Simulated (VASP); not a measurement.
# SiNi (Pmmn) in VASP: relaxation of cell and atoms with PBE

Aim: the relaxation of cell and atoms of SiNi with PBE.

All numbers are computed with VASP 6.6.1; they aren't measurements. Logs are shortened: lines on timing, memory, paths and dates and some standing lists are left out, and cuts for length are marked.

## (1) The cell of the first run

Symmetry: Pmmn, No. 59, orthorhombic system. The conventional cell has a = 2.939 Å, b = 3.265 Å, c = 4.676 Å, α = 90.00°, β = 90.00°, γ = 90.00°. Si (site symmetry mm2) has 6 Ni at 2.33 to 2.36 Å and 6 Si at 2.64 to 2.94 Å within 3.1 Å. Within 3.1 Å of Ni (site symmetry mm2) lie 6 Si at 2.33 to 2.36 Å and 6 Ni at 2.64 to 2.94 Å.

## (2) Relaxation of cell and atoms, PBE, target pressure 25 GPa, at which the enthalpy is minimised

Input file INCAR:

```
ALGO = Normal
EDIFF = 1E-7
EDIFFG = -0.001
ENCUT = 600
GGA = PE
GGA_COMPAT = F
IBRION = 2
ISIF = 3
ISMEAR = -1
LASPH = T
LCHARG = F
LREAL = F
LWAVE = F
NELM = 120
NELMIN = 4
NSW = 80
PREC = Accurate
PSTRESS = 250.0
SIGMA = 0.15
```

Input file KPOINTS:

```
k-points
0
Gamma
  14 12 10
```

Input file POSCAR:

```
SiNi
1.0
    2.9385103467      0.0000000000      0.0000000000
    0.0000000000      3.2645681630      0.0000000000
    0.0000000000      0.0000000000      4.6758722390
Si Ni
2 2
Direct
    0.5000000000      0.5000000000      0.8441084403
    0.0000000000      0.0000000000      0.1558915597
    0.5000000000      0.5000000000      0.3434778267
    0.0000000000      0.0000000000      0.6565221733
```

Potentials or basis: VASP PAW PBE potentials, release 64 (Si, Ni).

The run is started by

```
> cat potpaw_PBE.64/Si/POTCAR potpaw_PBE.64/Ni/POTCAR > POTCAR
> mpirun -np 1 vasp_std > vasp.out
```

OUTCAR:

```text
EDIFF = 1E-7
   EDIFFG = -0.001
   ENCUT = 600
   GGA = PE
   IBRION = 2
   ISIF = 3
   ISMEAR = -1
   LASPH = T
   LREAL = F
   NELM = 120
   NELMIN = 4
   NSW = 80
   PREC = Accurate
   PSTRESS = 250.0

 ion  position               nearest neighbor table
   1  0.500  0.500  0.844-   3 2.33   3 2.34   4 2.36   4 2.36   4 2.36   4 2.36   2 2.64   2 2.64
                             2 2.64   2 2.64
   2  0.000  0.000  0.156-   4 2.33   4 2.34   3 2.36   3 2.36   3 2.36   3 2.36   1 2.64   1 2.64
                             1 2.64   1 2.64
   3  0.500  0.500  0.343-   1 2.33   1 2.34   2 2.36   2 2.36   2 2.36   2 2.36   4 2.64   4 2.64
                             4 2.64   4 2.64
   4  0.000  0.000  0.657-   2 2.33   2 2.34   1 2.36   1 2.36   1 2.36   1 2.36   3 2.64   3 2.64
                             3 2.64   3 2.64

  LATTYP: Found a simple orthorhombic cell.
 ALAT       =     2.9385103467
 B/A-ratio  =     1.1109602410
 C/A-ratio  =     1.5912389910

  Lattice vectors:

 A1 = (   2.9385103467,   0.0000000000,   0.0000000000)
 A2 = (   0.0000000000,   3.2645681630,   0.0000000000)
 A3 = (   0.0000000000,   0.0000000000,   4.6758722390)

Analysis of symmetry for initial positions (statically):
=====================================================================
 Subroutine PRICEL returns:
 Original cell was already a primitive cell.

 Routine SETGRP: Setting up the symmetry group for a
 simple orthorhombic supercell.

 Subroutine GETGRP returns: Found  8 space group operations
 (whereof  4 operations were pure point group operations)
 out of a pool of  8 trial point group operations.

The static configuration has the point symmetry C_2v.
 The point group associated with its full space group is D_2h.

Analysis of symmetry for dynamics (positions and initial velocities):
=====================================================================
 Subroutine PRICEL returns:
 Original cell was already a primitive cell.

 Routine SETGRP: Setting up the symmetry group for a
 simple orthorhombic supercell.

 Subroutine GETGRP returns: Found  8 space group operations
 (whereof  4 operations were pure point group operations)
 out of a pool of  8 trial point group operations.

The dynamic configuration has the point symmetry C_2v.
 The point group associated with its full space group is D_2h.

 Subroutine INISYM returns: Found  8 space group operations
 (whereof  4 operations are pure point group operations),
 and found     1 'primitive' translations

----------------------------------------------------------------------------------------

                                     Primitive cell

  volume of cell :      44.8555

  direct lattice vectors                    reciprocal lattice vectors
     2.938510347  0.000000000  0.000000000     0.340308484  0.000000000  0.000000000
     0.000000000  3.264568163  0.000000000     0.000000000  0.306319228  0.000000000
     0.000000000  0.000000000  4.675872239     0.000000000  0.000000000  0.213863842

  length of vectors
     2.938510347  3.264568163  4.675872239     0.340308484  0.306319228  0.213863842

  position of ions in fractional coordinates (direct lattice)
     0.500000000  0.500000000  0.844108440
     0.000000000  0.000000000  0.155891560
     0.500000000  0.500000000  0.343477827
     0.000000000  0.000000000  0.656522173

  ion indices of the primitive-cell ions
   primitive index   ion index
                 1           1
                 2           2
                 3           3
                 4           4

----------------------------------------------------------------------------------------

 KPOINTS: k-points

Automatic generation of k-mesh.
 Grid dimensions read from file:
 generate k-points for:   14   12   10

 Generating k-lattice:

  Cartesian coordinates                     Fractional coordinates (reciprocal lattice)
     0.024307749  0.000000000  0.000000000     0.071428571  0.000000000  0.000000000
     0.000000000  0.025526602  0.000000000     0.000000000  0.083333333  0.000000000
     0.000000000  0.000000000  0.021386384     0.000000000  0.000000000  0.100000000

  Length of vectors
     0.024307749  0.025526602  0.021386384

  Shift w.r.t. Gamma in fractional coordinates (k-lattice)
     0.000000000  0.000000000  0.000000000

 Subroutine IBZKPT returns following result:
 ===========================================

 Found    336 irreducible k-points:

 Following reciprocal coordinates:
            Coordinates               Weight
  0.000000  0.000000  0.000000      1.000000
  0.071429  0.000000  0.000000      2.000000
  0.142857  0.000000  0.000000      2.000000
  0.214286  0.000000  0.000000      2.000000
  0.285714  0.000000  0.000000      2.000000
  0.357143  0.000000  0.000000      2.000000
[... 16 lines left out ...]
  0.428571  0.166667  0.000000      4.000000
  0.500000  0.166667  0.000000      2.000000
 [... further k-points ...]
   k-points           NKPTS =    336   k-points in BZ     NKDIM =    336   number of bands    NBANDS=     18
   number of dos      NEDOS =    301   number of ions     NIONS =      4
   total plane-waves  NPLWV =  26880
   dimension x,y,z NGX =    24 NGY =   28 NGZ =   40
   dimension x,y,z NGXF=    48 NGYF=   56 NGZF=   80
   ions per type =               2   2
   NGX,Y,Z   is equivalent  to a cutoff of  13.58, 14.26, 14.22 a.u.
   NGXF,Y,Z  is equivalent  to a cutoff of  27.16, 28.52, 28.44 a.u.
 SYSTEM =  unknown system
   PREC   = accura    normal or accurate (medium, high low for compatibility)
   ISTART =      0    job   : 0-new  1-cont  2-samecut
   ICHARG =      2    charge: 1-file 2-atom 10-const
   ISPIN  =      1    spin polarized calculation?
   LNONCOLLINEAR =      F non collinear calculations
   LSORBIT =      F    spin-orbit coupling
   LASPH  =      T    aspherical Exc in radial PAW
   ENCUT  =  600.0 eV  44.10 Ry    6.64 a.u.   5.87  6.52  9.34*2*pi/ulx,y,z
   NELM   =    120;   NELMIN=  4; NELMDL= -5     # of ELM steps
   EDIFF  = 0.1E-06   stopping-criterion for ELM
   LREAL  =      F    real-space projection
   EDIFFG = -.1E-02   stopping-criterion for IOM
   NSW    =     80    number of steps for IOM
   IBRION =      2    ionic relax: 0-MD 1-quasi-New 2-CG
   NFREE  =      1    steps in history (QN), initial steepest desc. (CG)
   ISIF   =      3    stress and relaxation
   ISYM   =      2    0-nonsym 1-usesym 2-fastsym
   POTIM  = 0.5000    time-step for ionic-motion
   TEBEG  =    0.0;   TEEND  =   0.0 temperature during run
   PSTRESS=  250.0 pullay stress
   NELECT =      28.0000    total number of electrons
   NUPDOWN=      -1.0000    fix difference up-down
   EMIN   =  10.00;   EMAX   =-10.00  energy-range for DOS
   EFERMI =   0.00;   METHOD = LEGACY
   ISMEAR =    -1;   SIGMA  =   0.15  broadening in eV -4-tet -1-fermi 0-gaus
   EFERMI_NEDOS =   21; number of points for ismear=-14 and -15
   IALGO  =     38    algorithm
   IMIX   =      4    mixing-type and parameters
     AMIX     =   0.40;   BMIX     =  1.00
     AMIX_MAG =   1.60;   BMIX_MAG =  1.00
  volume/ion in A,a.u.               =      11.21        75.67
  Fermi-wavevector in a.u.,A,eV,Ry     =   1.399122  2.643958 26.633988  1.957543
  Thomas-Fermi vector in A             =   2.522213
   LORBIT       =      0    0 simple, 1 ext, 2 COOP (PROOUT), +10 PAW based schemes
   GGA     = PE    functional components
   LHFCALC =     F    Hartree Fock is set to
   AEXX    =    0.0000 exact exchange contribution
   IVDW    =     0    specifies the selected vdW correction
   LEPSILON=     F    determine dielectric tensor
   LRPA    =     F    only Hartree local field effects (RPA)
 conjugate gradient relaxation of ions
 non-spin polarized calculation
  energy-cutoff  :      600.00
  volume of cell :       44.86
 maximum number of plane-waves:      1524
 NGX is ok and might be reduce to    24
   NGX = 11   NGY = 13   NGZ = 19

--------------------------------------- Ionic step        1  -------------------------------------------

 number of electron      28.0000004 magnetization

 Free energy of the ion-electron system (eV)
  ---------------------------------------------------
  ext. energy  EPLUGINS =         0.00000000
  ---------------------------------------------------
  free energy    TOTEN  =       -23.60501666 eV

  energy without entropy =      -23.52172072  energy(sigma->0) =      -23.56336869

------------------------ aborting loop because EDIFF is reached ----------------------------------------

  FORCE on cell =-STRESS in cart. coord.  units (eV):
  Direction    XX          YY          ZZ          XY          YZ          ZX
  --------------------------------------------------------------------------------------
  -------------------------------------------------------------------------------------
  Total        2.2092222      2.2194612      2.2783228      0.0000000      0.0000000      0.0000000
  in kB       78.9104234     79.2761492     81.3786029      0.0000000      0.0000000      0.0000000
  external PRESSURE =    -170.1449415 kB  Pullay stress =     250.0000000 kB
[... 103 lines left out ...]
  energy  without entropy=      -23.2501416791  energy(sigma->0) =      -23.28806499

  enthalpy is  TOTEN    =       -16.7707538273 eV   P V=        6.5552344737

[... ionic steps 4 to 31 ...]

--------------------------------------- Ionic step       32  -------------------------------------------

 number of electron      27.9999988 magnetization

------------------------ aborting loop because EDIFF is reached ----------------------------------------
[... 75 lines left out ...]
--------------------------------------- Ionic step       34  -------------------------------------------

 number of electron      27.9999988 magnetization

 Free energy of the ion-electron system (eV)
  ---------------------------------------------------
  ext. energy  EPLUGINS =         0.00000000
  ---------------------------------------------------
  free energy    TOTEN  =       -23.28885727 eV

  energy without entropy =      -23.21812352  energy(sigma->0) =      -23.25349039

 E-fermi :  13.0156     XC(G=0): -13.0260

 val. band max:       12.9943141612   @ k =   0.2143   0.1667   0.4000
 cond. band min:      13.0160977274   @ k =   0.4286   0.4167   0.4000
 fundamental gap:      0.0217835663
 Fermi energy:        13.0156474700

 k-point     1 :       0.0000    0.0000    0.0000
  band No.  band energies     occupation
      1      -1.9238      2.00000
      2       4.1663      2.00000
      3       5.7556      2.00000
      4       8.2273      2.00000
      5       8.6733      2.00000
      6       9.8316      2.00000
[... 481 lines left out ...]
      5       8.1320      2.00000
      6       8.1320      2.00000
[... 10 lines left out ...]
     17      15.4908      0.00000
     18      15.4908      0.00000

 [... further k-points ...]

------------------------ aborting loop because EDIFF is reached ----------------------------------------

  FORCE on cell =-STRESS in cart. coord.  units (eV):
  Direction    XX          YY          ZZ          XY          YZ          ZX
  --------------------------------------------------------------------------------------
  -------------------------------------------------------------------------------------
  Total        6.5026415      6.4995492      6.5038674      0.0000000      0.0000000      0.0000000
  in kB      250.0844494    249.9655206    250.1315931      0.0000000      0.0000000      0.0000000
  external PRESSURE =       0.0605211 kB  Pullay stress =     250.0000000 kB
[... 23 lines left out ...]
  energy  without entropy=      -23.2181235210  energy(sigma->0) =      -23.25349039

  enthalpy is  TOTEN    =       -16.7884115615 eV   P V=        6.5004457064

 reached required accuracy - stopping structural energy minimisation
```

Run time: 58 min. Hardware: 1 thread of Intel Xeon 6975P-C (Granite Rapids), shared host; peak memory 0.45 GiB.

Results:

```
Free energy                                                : -23.2889 eV
Relaxed volume                                             : 10.41 Å³/atom
Relaxed cell                                               : a = 2.780 Å, b = 3.251 Å, c = 4.610 Å, α = 90.00°, β = 90.00°, γ = 90.00°
Space group after relaxing (to 0.1 Å)                      : Pmmn (No. 59)
Energy change on relaxing (the run minimises the enthalpy) : +79.0 meV/atom
Ionic steps                                                : 34
Pressure after relaxing                                    : 25.0 GPa
Band gap on the k mesh                                     : zero (bands 14 and 15 overlap by 1.95 eV)
```

The path:
| step | energy change (eV) | largest force (eV/Å) | pressure (GPa) | volume (Å³) |
| --- | --- | --- | --- | --- |
| 1 | 0.0000 | 0.0114 | 7.99 | 44.86 |
| 2 | 1.4667 | 0.6377 | 64.92 | 37.56 |
| 3 | 0.2790 | 0.2125 | 24.44 | 42.01 |
| 4 | 0.2905 | 0.2184 | 24.94 | 41.94 |
| 5 | 0.3027 | 0.0655 | 24.98 | 41.79 |
| 6 | 0.3078 | 0.0463 | 25.01 | 41.76 |
| 7 | 0.3083 | 0.0170 | 25.00 | 41.74 |
| 8 | 0.3108 | 0.1231 | 24.94 | 41.72 |
| 9 | 0.3126 | 0.1695 | 24.96 | 41.71 |
| 10 | 0.3138 | 0.1436 | 25.00 | 41.69 |
| 11 | 0.3181 | 0.0841 | 25.03 | 41.65 |
| 12 | 0.3207 | 0.0690 | 25.12 | 41.64 |
| 13 | 0.3156 | 0.0447 | 24.92 | 41.66 |
| 14 | 0.3071 | 0.0217 | 24.55 | 41.72 |
| 15 | 0.3109 | 0.0199 | 24.69 | 41.69 |
| 16 | 0.3241 | 0.0102 | 25.35 | 41.61 |
| 17 | 0.3175 | 0.0049 | 25.03 | 41.65 |
| 18 | 0.3172 | 0.0055 | 25.05 | 41.65 |
| 19 | 0.3141 | 0.0126 | 24.87 | 41.67 |
| 20 | 0.3168 | 0.0066 | 25.00 | 41.66 |
| 21 | 0.3170 | 0.0060 | 24.99 | 41.65 |
| 22 | 0.3167 | 0.0021 | 24.99 | 41.66 |
| 23 | 0.3166 | 0.0018 | 25.01 | 41.66 |
| 24 | 0.3162 | 0.0010 | 24.99 | 41.66 |
| 25 | 0.3159 | 0.0003 | 25.01 | 41.66 |
| 26 | 0.3154 | 0.0010 | 24.96 | 41.66 |
| 27 | 0.3157 | 0.0004 | 24.94 | 41.66 |
| 28 | 0.3158 | 0.0000 | 24.97 | 41.66 |
| 29 | 0.3159 | 0.0000 | 24.98 | 41.66 |
| 30 | 0.3161 | 0.0006 | 24.98 | 41.66 |
| 31 | 0.3167 | 0.0027 | 25.02 | 41.66 |
| 32 | 0.3163 | 0.0014 | 25.01 | 41.66 |
| 33 | 0.3163 | 0.0012 | 25.01 | 41.66 |
| 34 | 0.3162 | 0.0009 | 25.01 | 41.66 |

Final structure:
```
Si Ni
1.0
     2.78012    0.00000    0.00000
     0.00000    3.25067    0.00000
     0.00000    0.00000    4.60975
Si Ni
2 2
Direct
  0.50000 0.50000 0.84556
  0.00000 0.00000 0.15444
  0.50000 0.50000 0.34575
  0.00000 0.00000 0.65425
```

Levels at points of the mesh, in eV from the Fermi level:
```
           k point  band 12  band 13  band 14  band 15  band 16  band 17
(0.00, 0.00, 0.00)    -2.09    -2.08    -1.79     2.33     2.44     5.30
(0.50, 0.00, 0.00)    -2.79    -1.51    -1.51     2.14     2.14     3.49
(0.00, 0.50, 0.00)    -2.48    -2.28    -2.28     1.16     1.16     6.03
(0.50, 0.50, 0.00)    -2.33    -1.51    -1.51     1.96     1.96     2.15
(0.00, 0.00, 0.50)    -2.14     0.95     1.24     1.74     2.18     3.71
(0.50, 0.00, 0.50)    -2.45    -1.25    -1.25     3.54     3.54     5.54
(0.00, 0.50, 0.50)    -2.32    -2.09    -2.09     5.14     5.14     6.45
(0.50, 0.50, 0.50)    -2.38    -1.41    -1.41    -0.47    -0.47     1.49
```

Caveat: the cell is relaxed towards a set pressure, so the run minimises the enthalpy, not the energy.

The gap in the log of VASP goes by the Fermi energy; the results here count the filled bands.